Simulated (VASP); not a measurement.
# Cr (Im-3m) in VASP: a series of runs, part 2 of 2

VASP 6.6.1.

## (5) Single point, r2SCAN, collinear spin, antiferromagnetic start (12.49 Å³/atom)

This run uses another cell than the first one, of 12.49 Å³/atom.

Input file POSCAR:

```
Cr
1.0
    2.9235789679      0.0000000000      0.0000000000
    0.0000000000      2.9235789679      0.0000000000
    0.0000000000      0.0000000000      2.9235789679
Cr
2
Direct
    0.0000000000      0.0000000000      0.0000000000
    0.5000000000      0.5000000000      0.5000000000
```

Input file INCAR.step1:

```
SYSTEM = Cr
PREC = Accurate
ENCUT = 520
ISMEAR = -1
SIGMA = 0.05
LREAL = .FALSE.
LASPH = .TRUE.
NELM = 150
ISPIN = 2
MAGMOM = 2.525 -2.525
LMAXMIX = 4
NBANDS = 23
GGA = PE
ALGO = Normal
EDIFF = 1E-4
LWAVE = .TRUE.
LCHARG = .FALSE.
```

Input file INCAR.step2:

```
SYSTEM = Cr
PREC = Accurate
ENCUT = 520
EDIFF = 1E-7
ISMEAR = -1
SIGMA = 0.05
LREAL = .FALSE.
LASPH = .TRUE.
NELM = 150
ALGO = Normal
ISIF = 2
LWAVE = .FALSE.
LCHARG = .FALSE.
ISPIN = 2
MAGMOM = 2.525 -2.525
LORBIT = 11
LMAXMIX = 4
METAGGA = R2SCAN
LMIXTAU = .TRUE.
NBANDS = 23
ISTART = 1
```

Input file KPOINTS:

```
Automatic mesh
0
G
  17 17 17
  0 0 0
```

Potentials or basis: VASP PAW PBE potentials, release 64 (Cr_pv).

The run is started by

```console
cat potpaw_PBE.64/Cr_pv/POTCAR > POTCAR
cp INCAR.step1 INCAR
mpirun -np 1 vasp_std > vasp.out
cp INCAR.step2 INCAR
mpirun -np 1 vasp_std > vasp.out
```

OUTCAR:

```text
SYSTEM = Cr
   PREC = Accurate
   ENCUT = 520
   EDIFF = 1E-7
   ISMEAR = -1
   LREAL = .FALSE.
   LASPH = .TRUE.
   NELM = 150
   ISIF = 2
   ISPIN = 2
   LORBIT = 11
   METAGGA = R2SCAN
   ISTART = 1

 ion  position               nearest neighbor table
   1  0.000  0.000  0.000-   2 2.53   2 2.53   2 2.53   2 2.53   2 2.53   2 2.53   2 2.53   2 2.53

   2  0.500  0.500  0.500-   1 2.53   1 2.53   1 2.53   1 2.53   1 2.53   1 2.53   1 2.53   1 2.53

  LATTYP: Found a simple cubic cell.
 ALAT       =     2.9235789679

  Lattice vectors:

 A1 = (   2.9235789679,   0.0000000000,   0.0000000000)
 A2 = (   0.0000000000,   2.9235789679,   0.0000000000)
 A3 = (   0.0000000000,   0.0000000000,   2.9235789679)

Analysis of symmetry for initial positions (statically):
=====================================================================
 Subroutine PRICEL returns following result:

  LATTYP: Found a body centered cubic cell.
 ALAT       =     2.9235789679
[... 12 lines left out ...]
 Subroutine GETGRP returns: Found 48 space group operations
 (whereof 48 operations were pure point group operations)
 out of a pool of 48 trial point group operations.

The static configuration has the point symmetry O_h .

Analysis of symmetry for dynamics (positions and initial velocities):
=====================================================================
 Subroutine PRICEL returns following result:

  LATTYP: Found a body centered cubic cell.
 ALAT       =     2.9235789679
[... 12 lines left out ...]
 Subroutine GETGRP returns: Found 48 space group operations
 (whereof 48 operations were pure point group operations)
 out of a pool of 48 trial point group operations.

The dynamic configuration has the point symmetry O_h .

Analysis of structural, dynamic, and magnetic symmetry:
=====================================================================
 Subroutine PRICEL returns following result:

  LATTYP: Found a body centered cubic cell.
 ALAT       =     2.9235789679
[... 12 lines left out ...]
 Subroutine GETGRP returns: Found 48 space group operations
 (whereof 48 operations were pure point group operations)
 out of a pool of 48 trial point group operations.

The overall configuration has the point symmetry O_h .

 Subroutine INISYM returns: Found 48 space group operations
 (whereof 48 operations are pure point group operations),
 and found     2 'primitive' translations

----------------------------------------------------------------------------------------

                                     Primitive cell

  volume of cell :      12.4944

  direct lattice vectors                    reciprocal lattice vectors
     1.461789484  1.461789484 -1.461789484     0.342046516  0.342046516  0.000000000
    -1.461789484  1.461789484  1.461789484    -0.000000000  0.342046516  0.342046516
     1.461789484 -1.461789484  1.461789484     0.342046516  0.000000000  0.342046516

  length of vectors
     2.531893656  2.531893656  2.531893656     0.483726822  0.483726822  0.483726822

  position of ions in fractional coordinates (direct lattice)
     0.000000000  0.000000000  0.000000000

  ion indices of the primitive-cell ions
   primitive index   ion index
                 1           1

----------------------------------------------------------------------------------------

 KPOINTS: Automatic mesh

Automatic generation of k-mesh.
 Grid dimensions read from file:
 generate k-points for:   17   17   17

 Generating k-lattice:

[... 58 lines left out ...]
   LASPH  =      T    aspherical Exc in radial PAW
   ENCUT  =  520.0 eV  38.22 Ry    6.18 a.u.   5.44  5.44  5.44*2*pi/ulx,y,z
   NELM   =    150;   NELMIN=  2; NELMDL=  0     # of ELM steps
   EDIFF  = 0.1E-06   stopping-criterion for ELM
   LREAL  =      F    real-space projection
   EDIFFG = 0.1E-05   stopping-criterion for IOM
   NSW    =      0    number of steps for IOM
   IBRION =     -1    ionic relax: 0-MD 1-quasi-New 2-CG
   NFREE  =      0    steps in history (QN), initial steepest desc. (CG)
   ISIF   =      2    stress and relaxation
   ISYM   =      2    0-nonsym 1-usesym 2-fastsym
   POTIM  = 0.5000    time-step for ionic-motion
   TEBEG  =    0.0;   TEEND  =   0.0 temperature during run
   PSTRESS=    0.0 pullay stress
   NELECT =      24.0000    total number of electrons
   NUPDOWN=      -1.0000    fix difference up-down
   EMIN   =  10.00;   EMAX   =-10.00  energy-range for DOS
   EFERMI =   0.00;   METHOD = LEGACY
   ISMEAR =    -1;   SIGMA  =   0.05  broadening in eV -4-tet -1-fermi 0-gaus
   EFERMI_NEDOS =   21; number of points for ismear=-14 and -15
   IALGO  =     38    algorithm
   IMIX   =      4    mixing-type and parameters
     AMIX     =   0.40;   BMIX     =  1.00
     AMIX_MAG =   1.60;   BMIX_MAG =  1.00
  volume/ion in A,a.u.               =      12.49        84.32
  Fermi-wavevector in a.u.,A,eV,Ry     =   1.615215  3.052314 35.496517  2.608920
  Thomas-Fermi vector in A             =   2.709999
   LORBIT       =     11    0 simple, 1 ext, 2 COOP (PROOUT), +10 PAW based schemes
   METAGGA = R2SCAN    functional components
   LHFCALC =     F    Hartree Fock is set to
   AEXX    =    0.0000 exact exchange contribution
   IVDW    =     0    specifies the selected vdW correction
   LEPSILON=     F    determine dielectric tensor
   LRPA    =     F    only Hartree local field effects (RPA)
 spin polarized calculation
  energy-cutoff  :      520.00
  volume of cell :       24.99
 maximum number of plane-waves:       695
 NGX is ok and might be reduce to    24
   NGX = 11   NGY = 11   NGZ = 11

 number of electron      24.0000014 magnetization       0.0000000

 number of electron      24.0000014 magnetization      -0.0000000

 Free energy of the ion-electron system (eV)
  ---------------------------------------------------
  ext. energy  EPLUGINS =         0.00000000
  ---------------------------------------------------
  free energy    TOTEN  =       -30.12977505 eV

  energy without entropy =      -30.12727711  energy(sigma->0) =      -30.12852608

 E-fermi :  10.1970     XC(G=0): -14.3440

 val. band max:       10.1646377641   @ k =   0.4706   0.4706   0.0588
 cond. band min:      10.2174126543   @ k =   0.4118   0.0588   0.0000
 fundamental gap:      0.0527748903
 Fermi energy:        10.1969862311

 spin component 1

 k-point     1 :       0.0000    0.0000    0.0000
  band No.  band energies     occupation
      1     -35.8455      1.00000
      2     -35.8455      1.00000
      3     -35.8455      1.00000
      4     -32.6224      1.00000
      5     -32.6224      1.00000
      6     -32.6224      1.00000
[... 613 lines left out ...]
     22      25.6312      0.00000
     23      27.6465      0.00000

 [... further k-points ...]

 spin component 2

 k-point     1 :       0.0000    0.0000    0.0000
  band No.  band energies     occupation
      1     -35.8455      1.00000
      2     -35.8455      1.00000
      3     -35.8455      1.00000
      4     -32.6224      1.00000
      5     -32.6224      1.00000
      6     -32.6224      1.00000
[... 613 lines left out ...]
     22      25.6312      0.00000
     23      27.6465      0.00000

 [... further k-points ...]

------------------------ aborting loop because EDIFF is reached ----------------------------------------

  FORCE on cell =-STRESS in cart. coord.  units (eV):
  Direction    XX          YY          ZZ          XY          YZ          ZX
  --------------------------------------------------------------------------------------
  -------------------------------------------------------------------------------------
  Total        0.7791664      0.7791664      0.7791664      0.0000000     -0.0000000     -0.0000000
  in kB       49.9569963     49.9569963     49.9569963      0.0000000     -0.0000000     -0.0000000
  external PRESSURE =      49.9569963 kB  Pullay stress =       0.0000000 kB

 VOLUME and BASIS-vectors are now :
 -----------------------------------------------------------------------------
  energy-cutoff  :      520.00
  volume of cell :       24.99
      direct lattice vectors                 reciprocal lattice vectors
     2.923578968  0.000000000  0.000000000     0.342046516  0.000000000  0.000000000
     0.000000000  2.923578968  0.000000000     0.000000000  0.342046516  0.000000000
     0.000000000  0.000000000  2.923578968     0.000000000  0.000000000  0.342046516

 POSITION                                       TOTAL-FORCE (eV/Angst)
 -----------------------------------------------------------------------------------
      0.00000      0.00000      0.00000        -0.000000     -0.000000     -0.000000
      1.46179      1.46179      1.46179         0.000000      0.000000      0.000000
 -----------------------------------------------------------------------------------
    total drift:                                0.000000      0.000000     -0.000000

  FREE ENERGIE OF THE ION-ELECTRON SYSTEM (eV)
  ---------------------------------------------------
  free  energy   TOTEN  =       -30.1297750473 eV

  energy  without entropy=      -30.1272771089  energy(sigma->0) =      -30.12852608

 total charge

# of ion       s       p       d       tot
------------------------------------------
    1        0.671   6.376   4.099  11.146
    2        0.671   6.376   4.099  11.146
--------------------------------------------------
tot          1.342  12.753   8.198  22.293

 magnetization (x)

# of ion       s       p       d       tot
------------------------------------------
    1        0.088   0.041   2.396   2.525
    2       -0.088  -0.041  -2.396  -2.525
--------------------------------------------------
tot         -0.000   0.000  -0.000  -0.000
```

It took 3.9 min on 1 thread of Intel Xeon 6975P-C (Granite Rapids), shared host; peak memory 0.25 GiB.

What came out:

- Free energy: -30.1298 eV
- Pressure: 5.0 GPa
- Band gap on the k mesh: zero (filled and empty bands overlap)
- Net moment: 0.00 μB per cell
- Site moments: Cr +2.52, -2.52 μB
- Valence electrons inside the program's atomic spheres: Cr 11.15

Levels at points of the mesh, in eV from the Fermi level:
Spin up:
| k point | band 10 | band 11 | band 12 | band 13 | band 14 | band 15 |
| --- | --- | --- | --- | --- | --- | --- |
| (0.00, 0.00, 0.00) | -1.44 | -1.44 | -1.44 | 1.14 | 1.66 | 1.66 |
Spin down:
| k point | band 8 | band 9 | band 10 | band 11 | band 12 | band 13 | band 14 | band 15 | band 16 | band 17 |
| --- | --- | --- | --- | --- | --- | --- | --- | --- | --- | --- |
| (0.00, 0.00, 0.00) | -4.22 | -4.22 | -1.44 | -1.44 | -1.44 | 1.14 | 1.66 | 1.66 | 3.19 | 3.19 |

Caveat: the cell stands under pressure; the antiferromagnetic order is the one typed at the start, and another may lie lower; the PAW data sets were made with another functional, which shifts forces and pressure a little.

The gap in the log of VASP goes by the Fermi energy; the results here count the filled bands.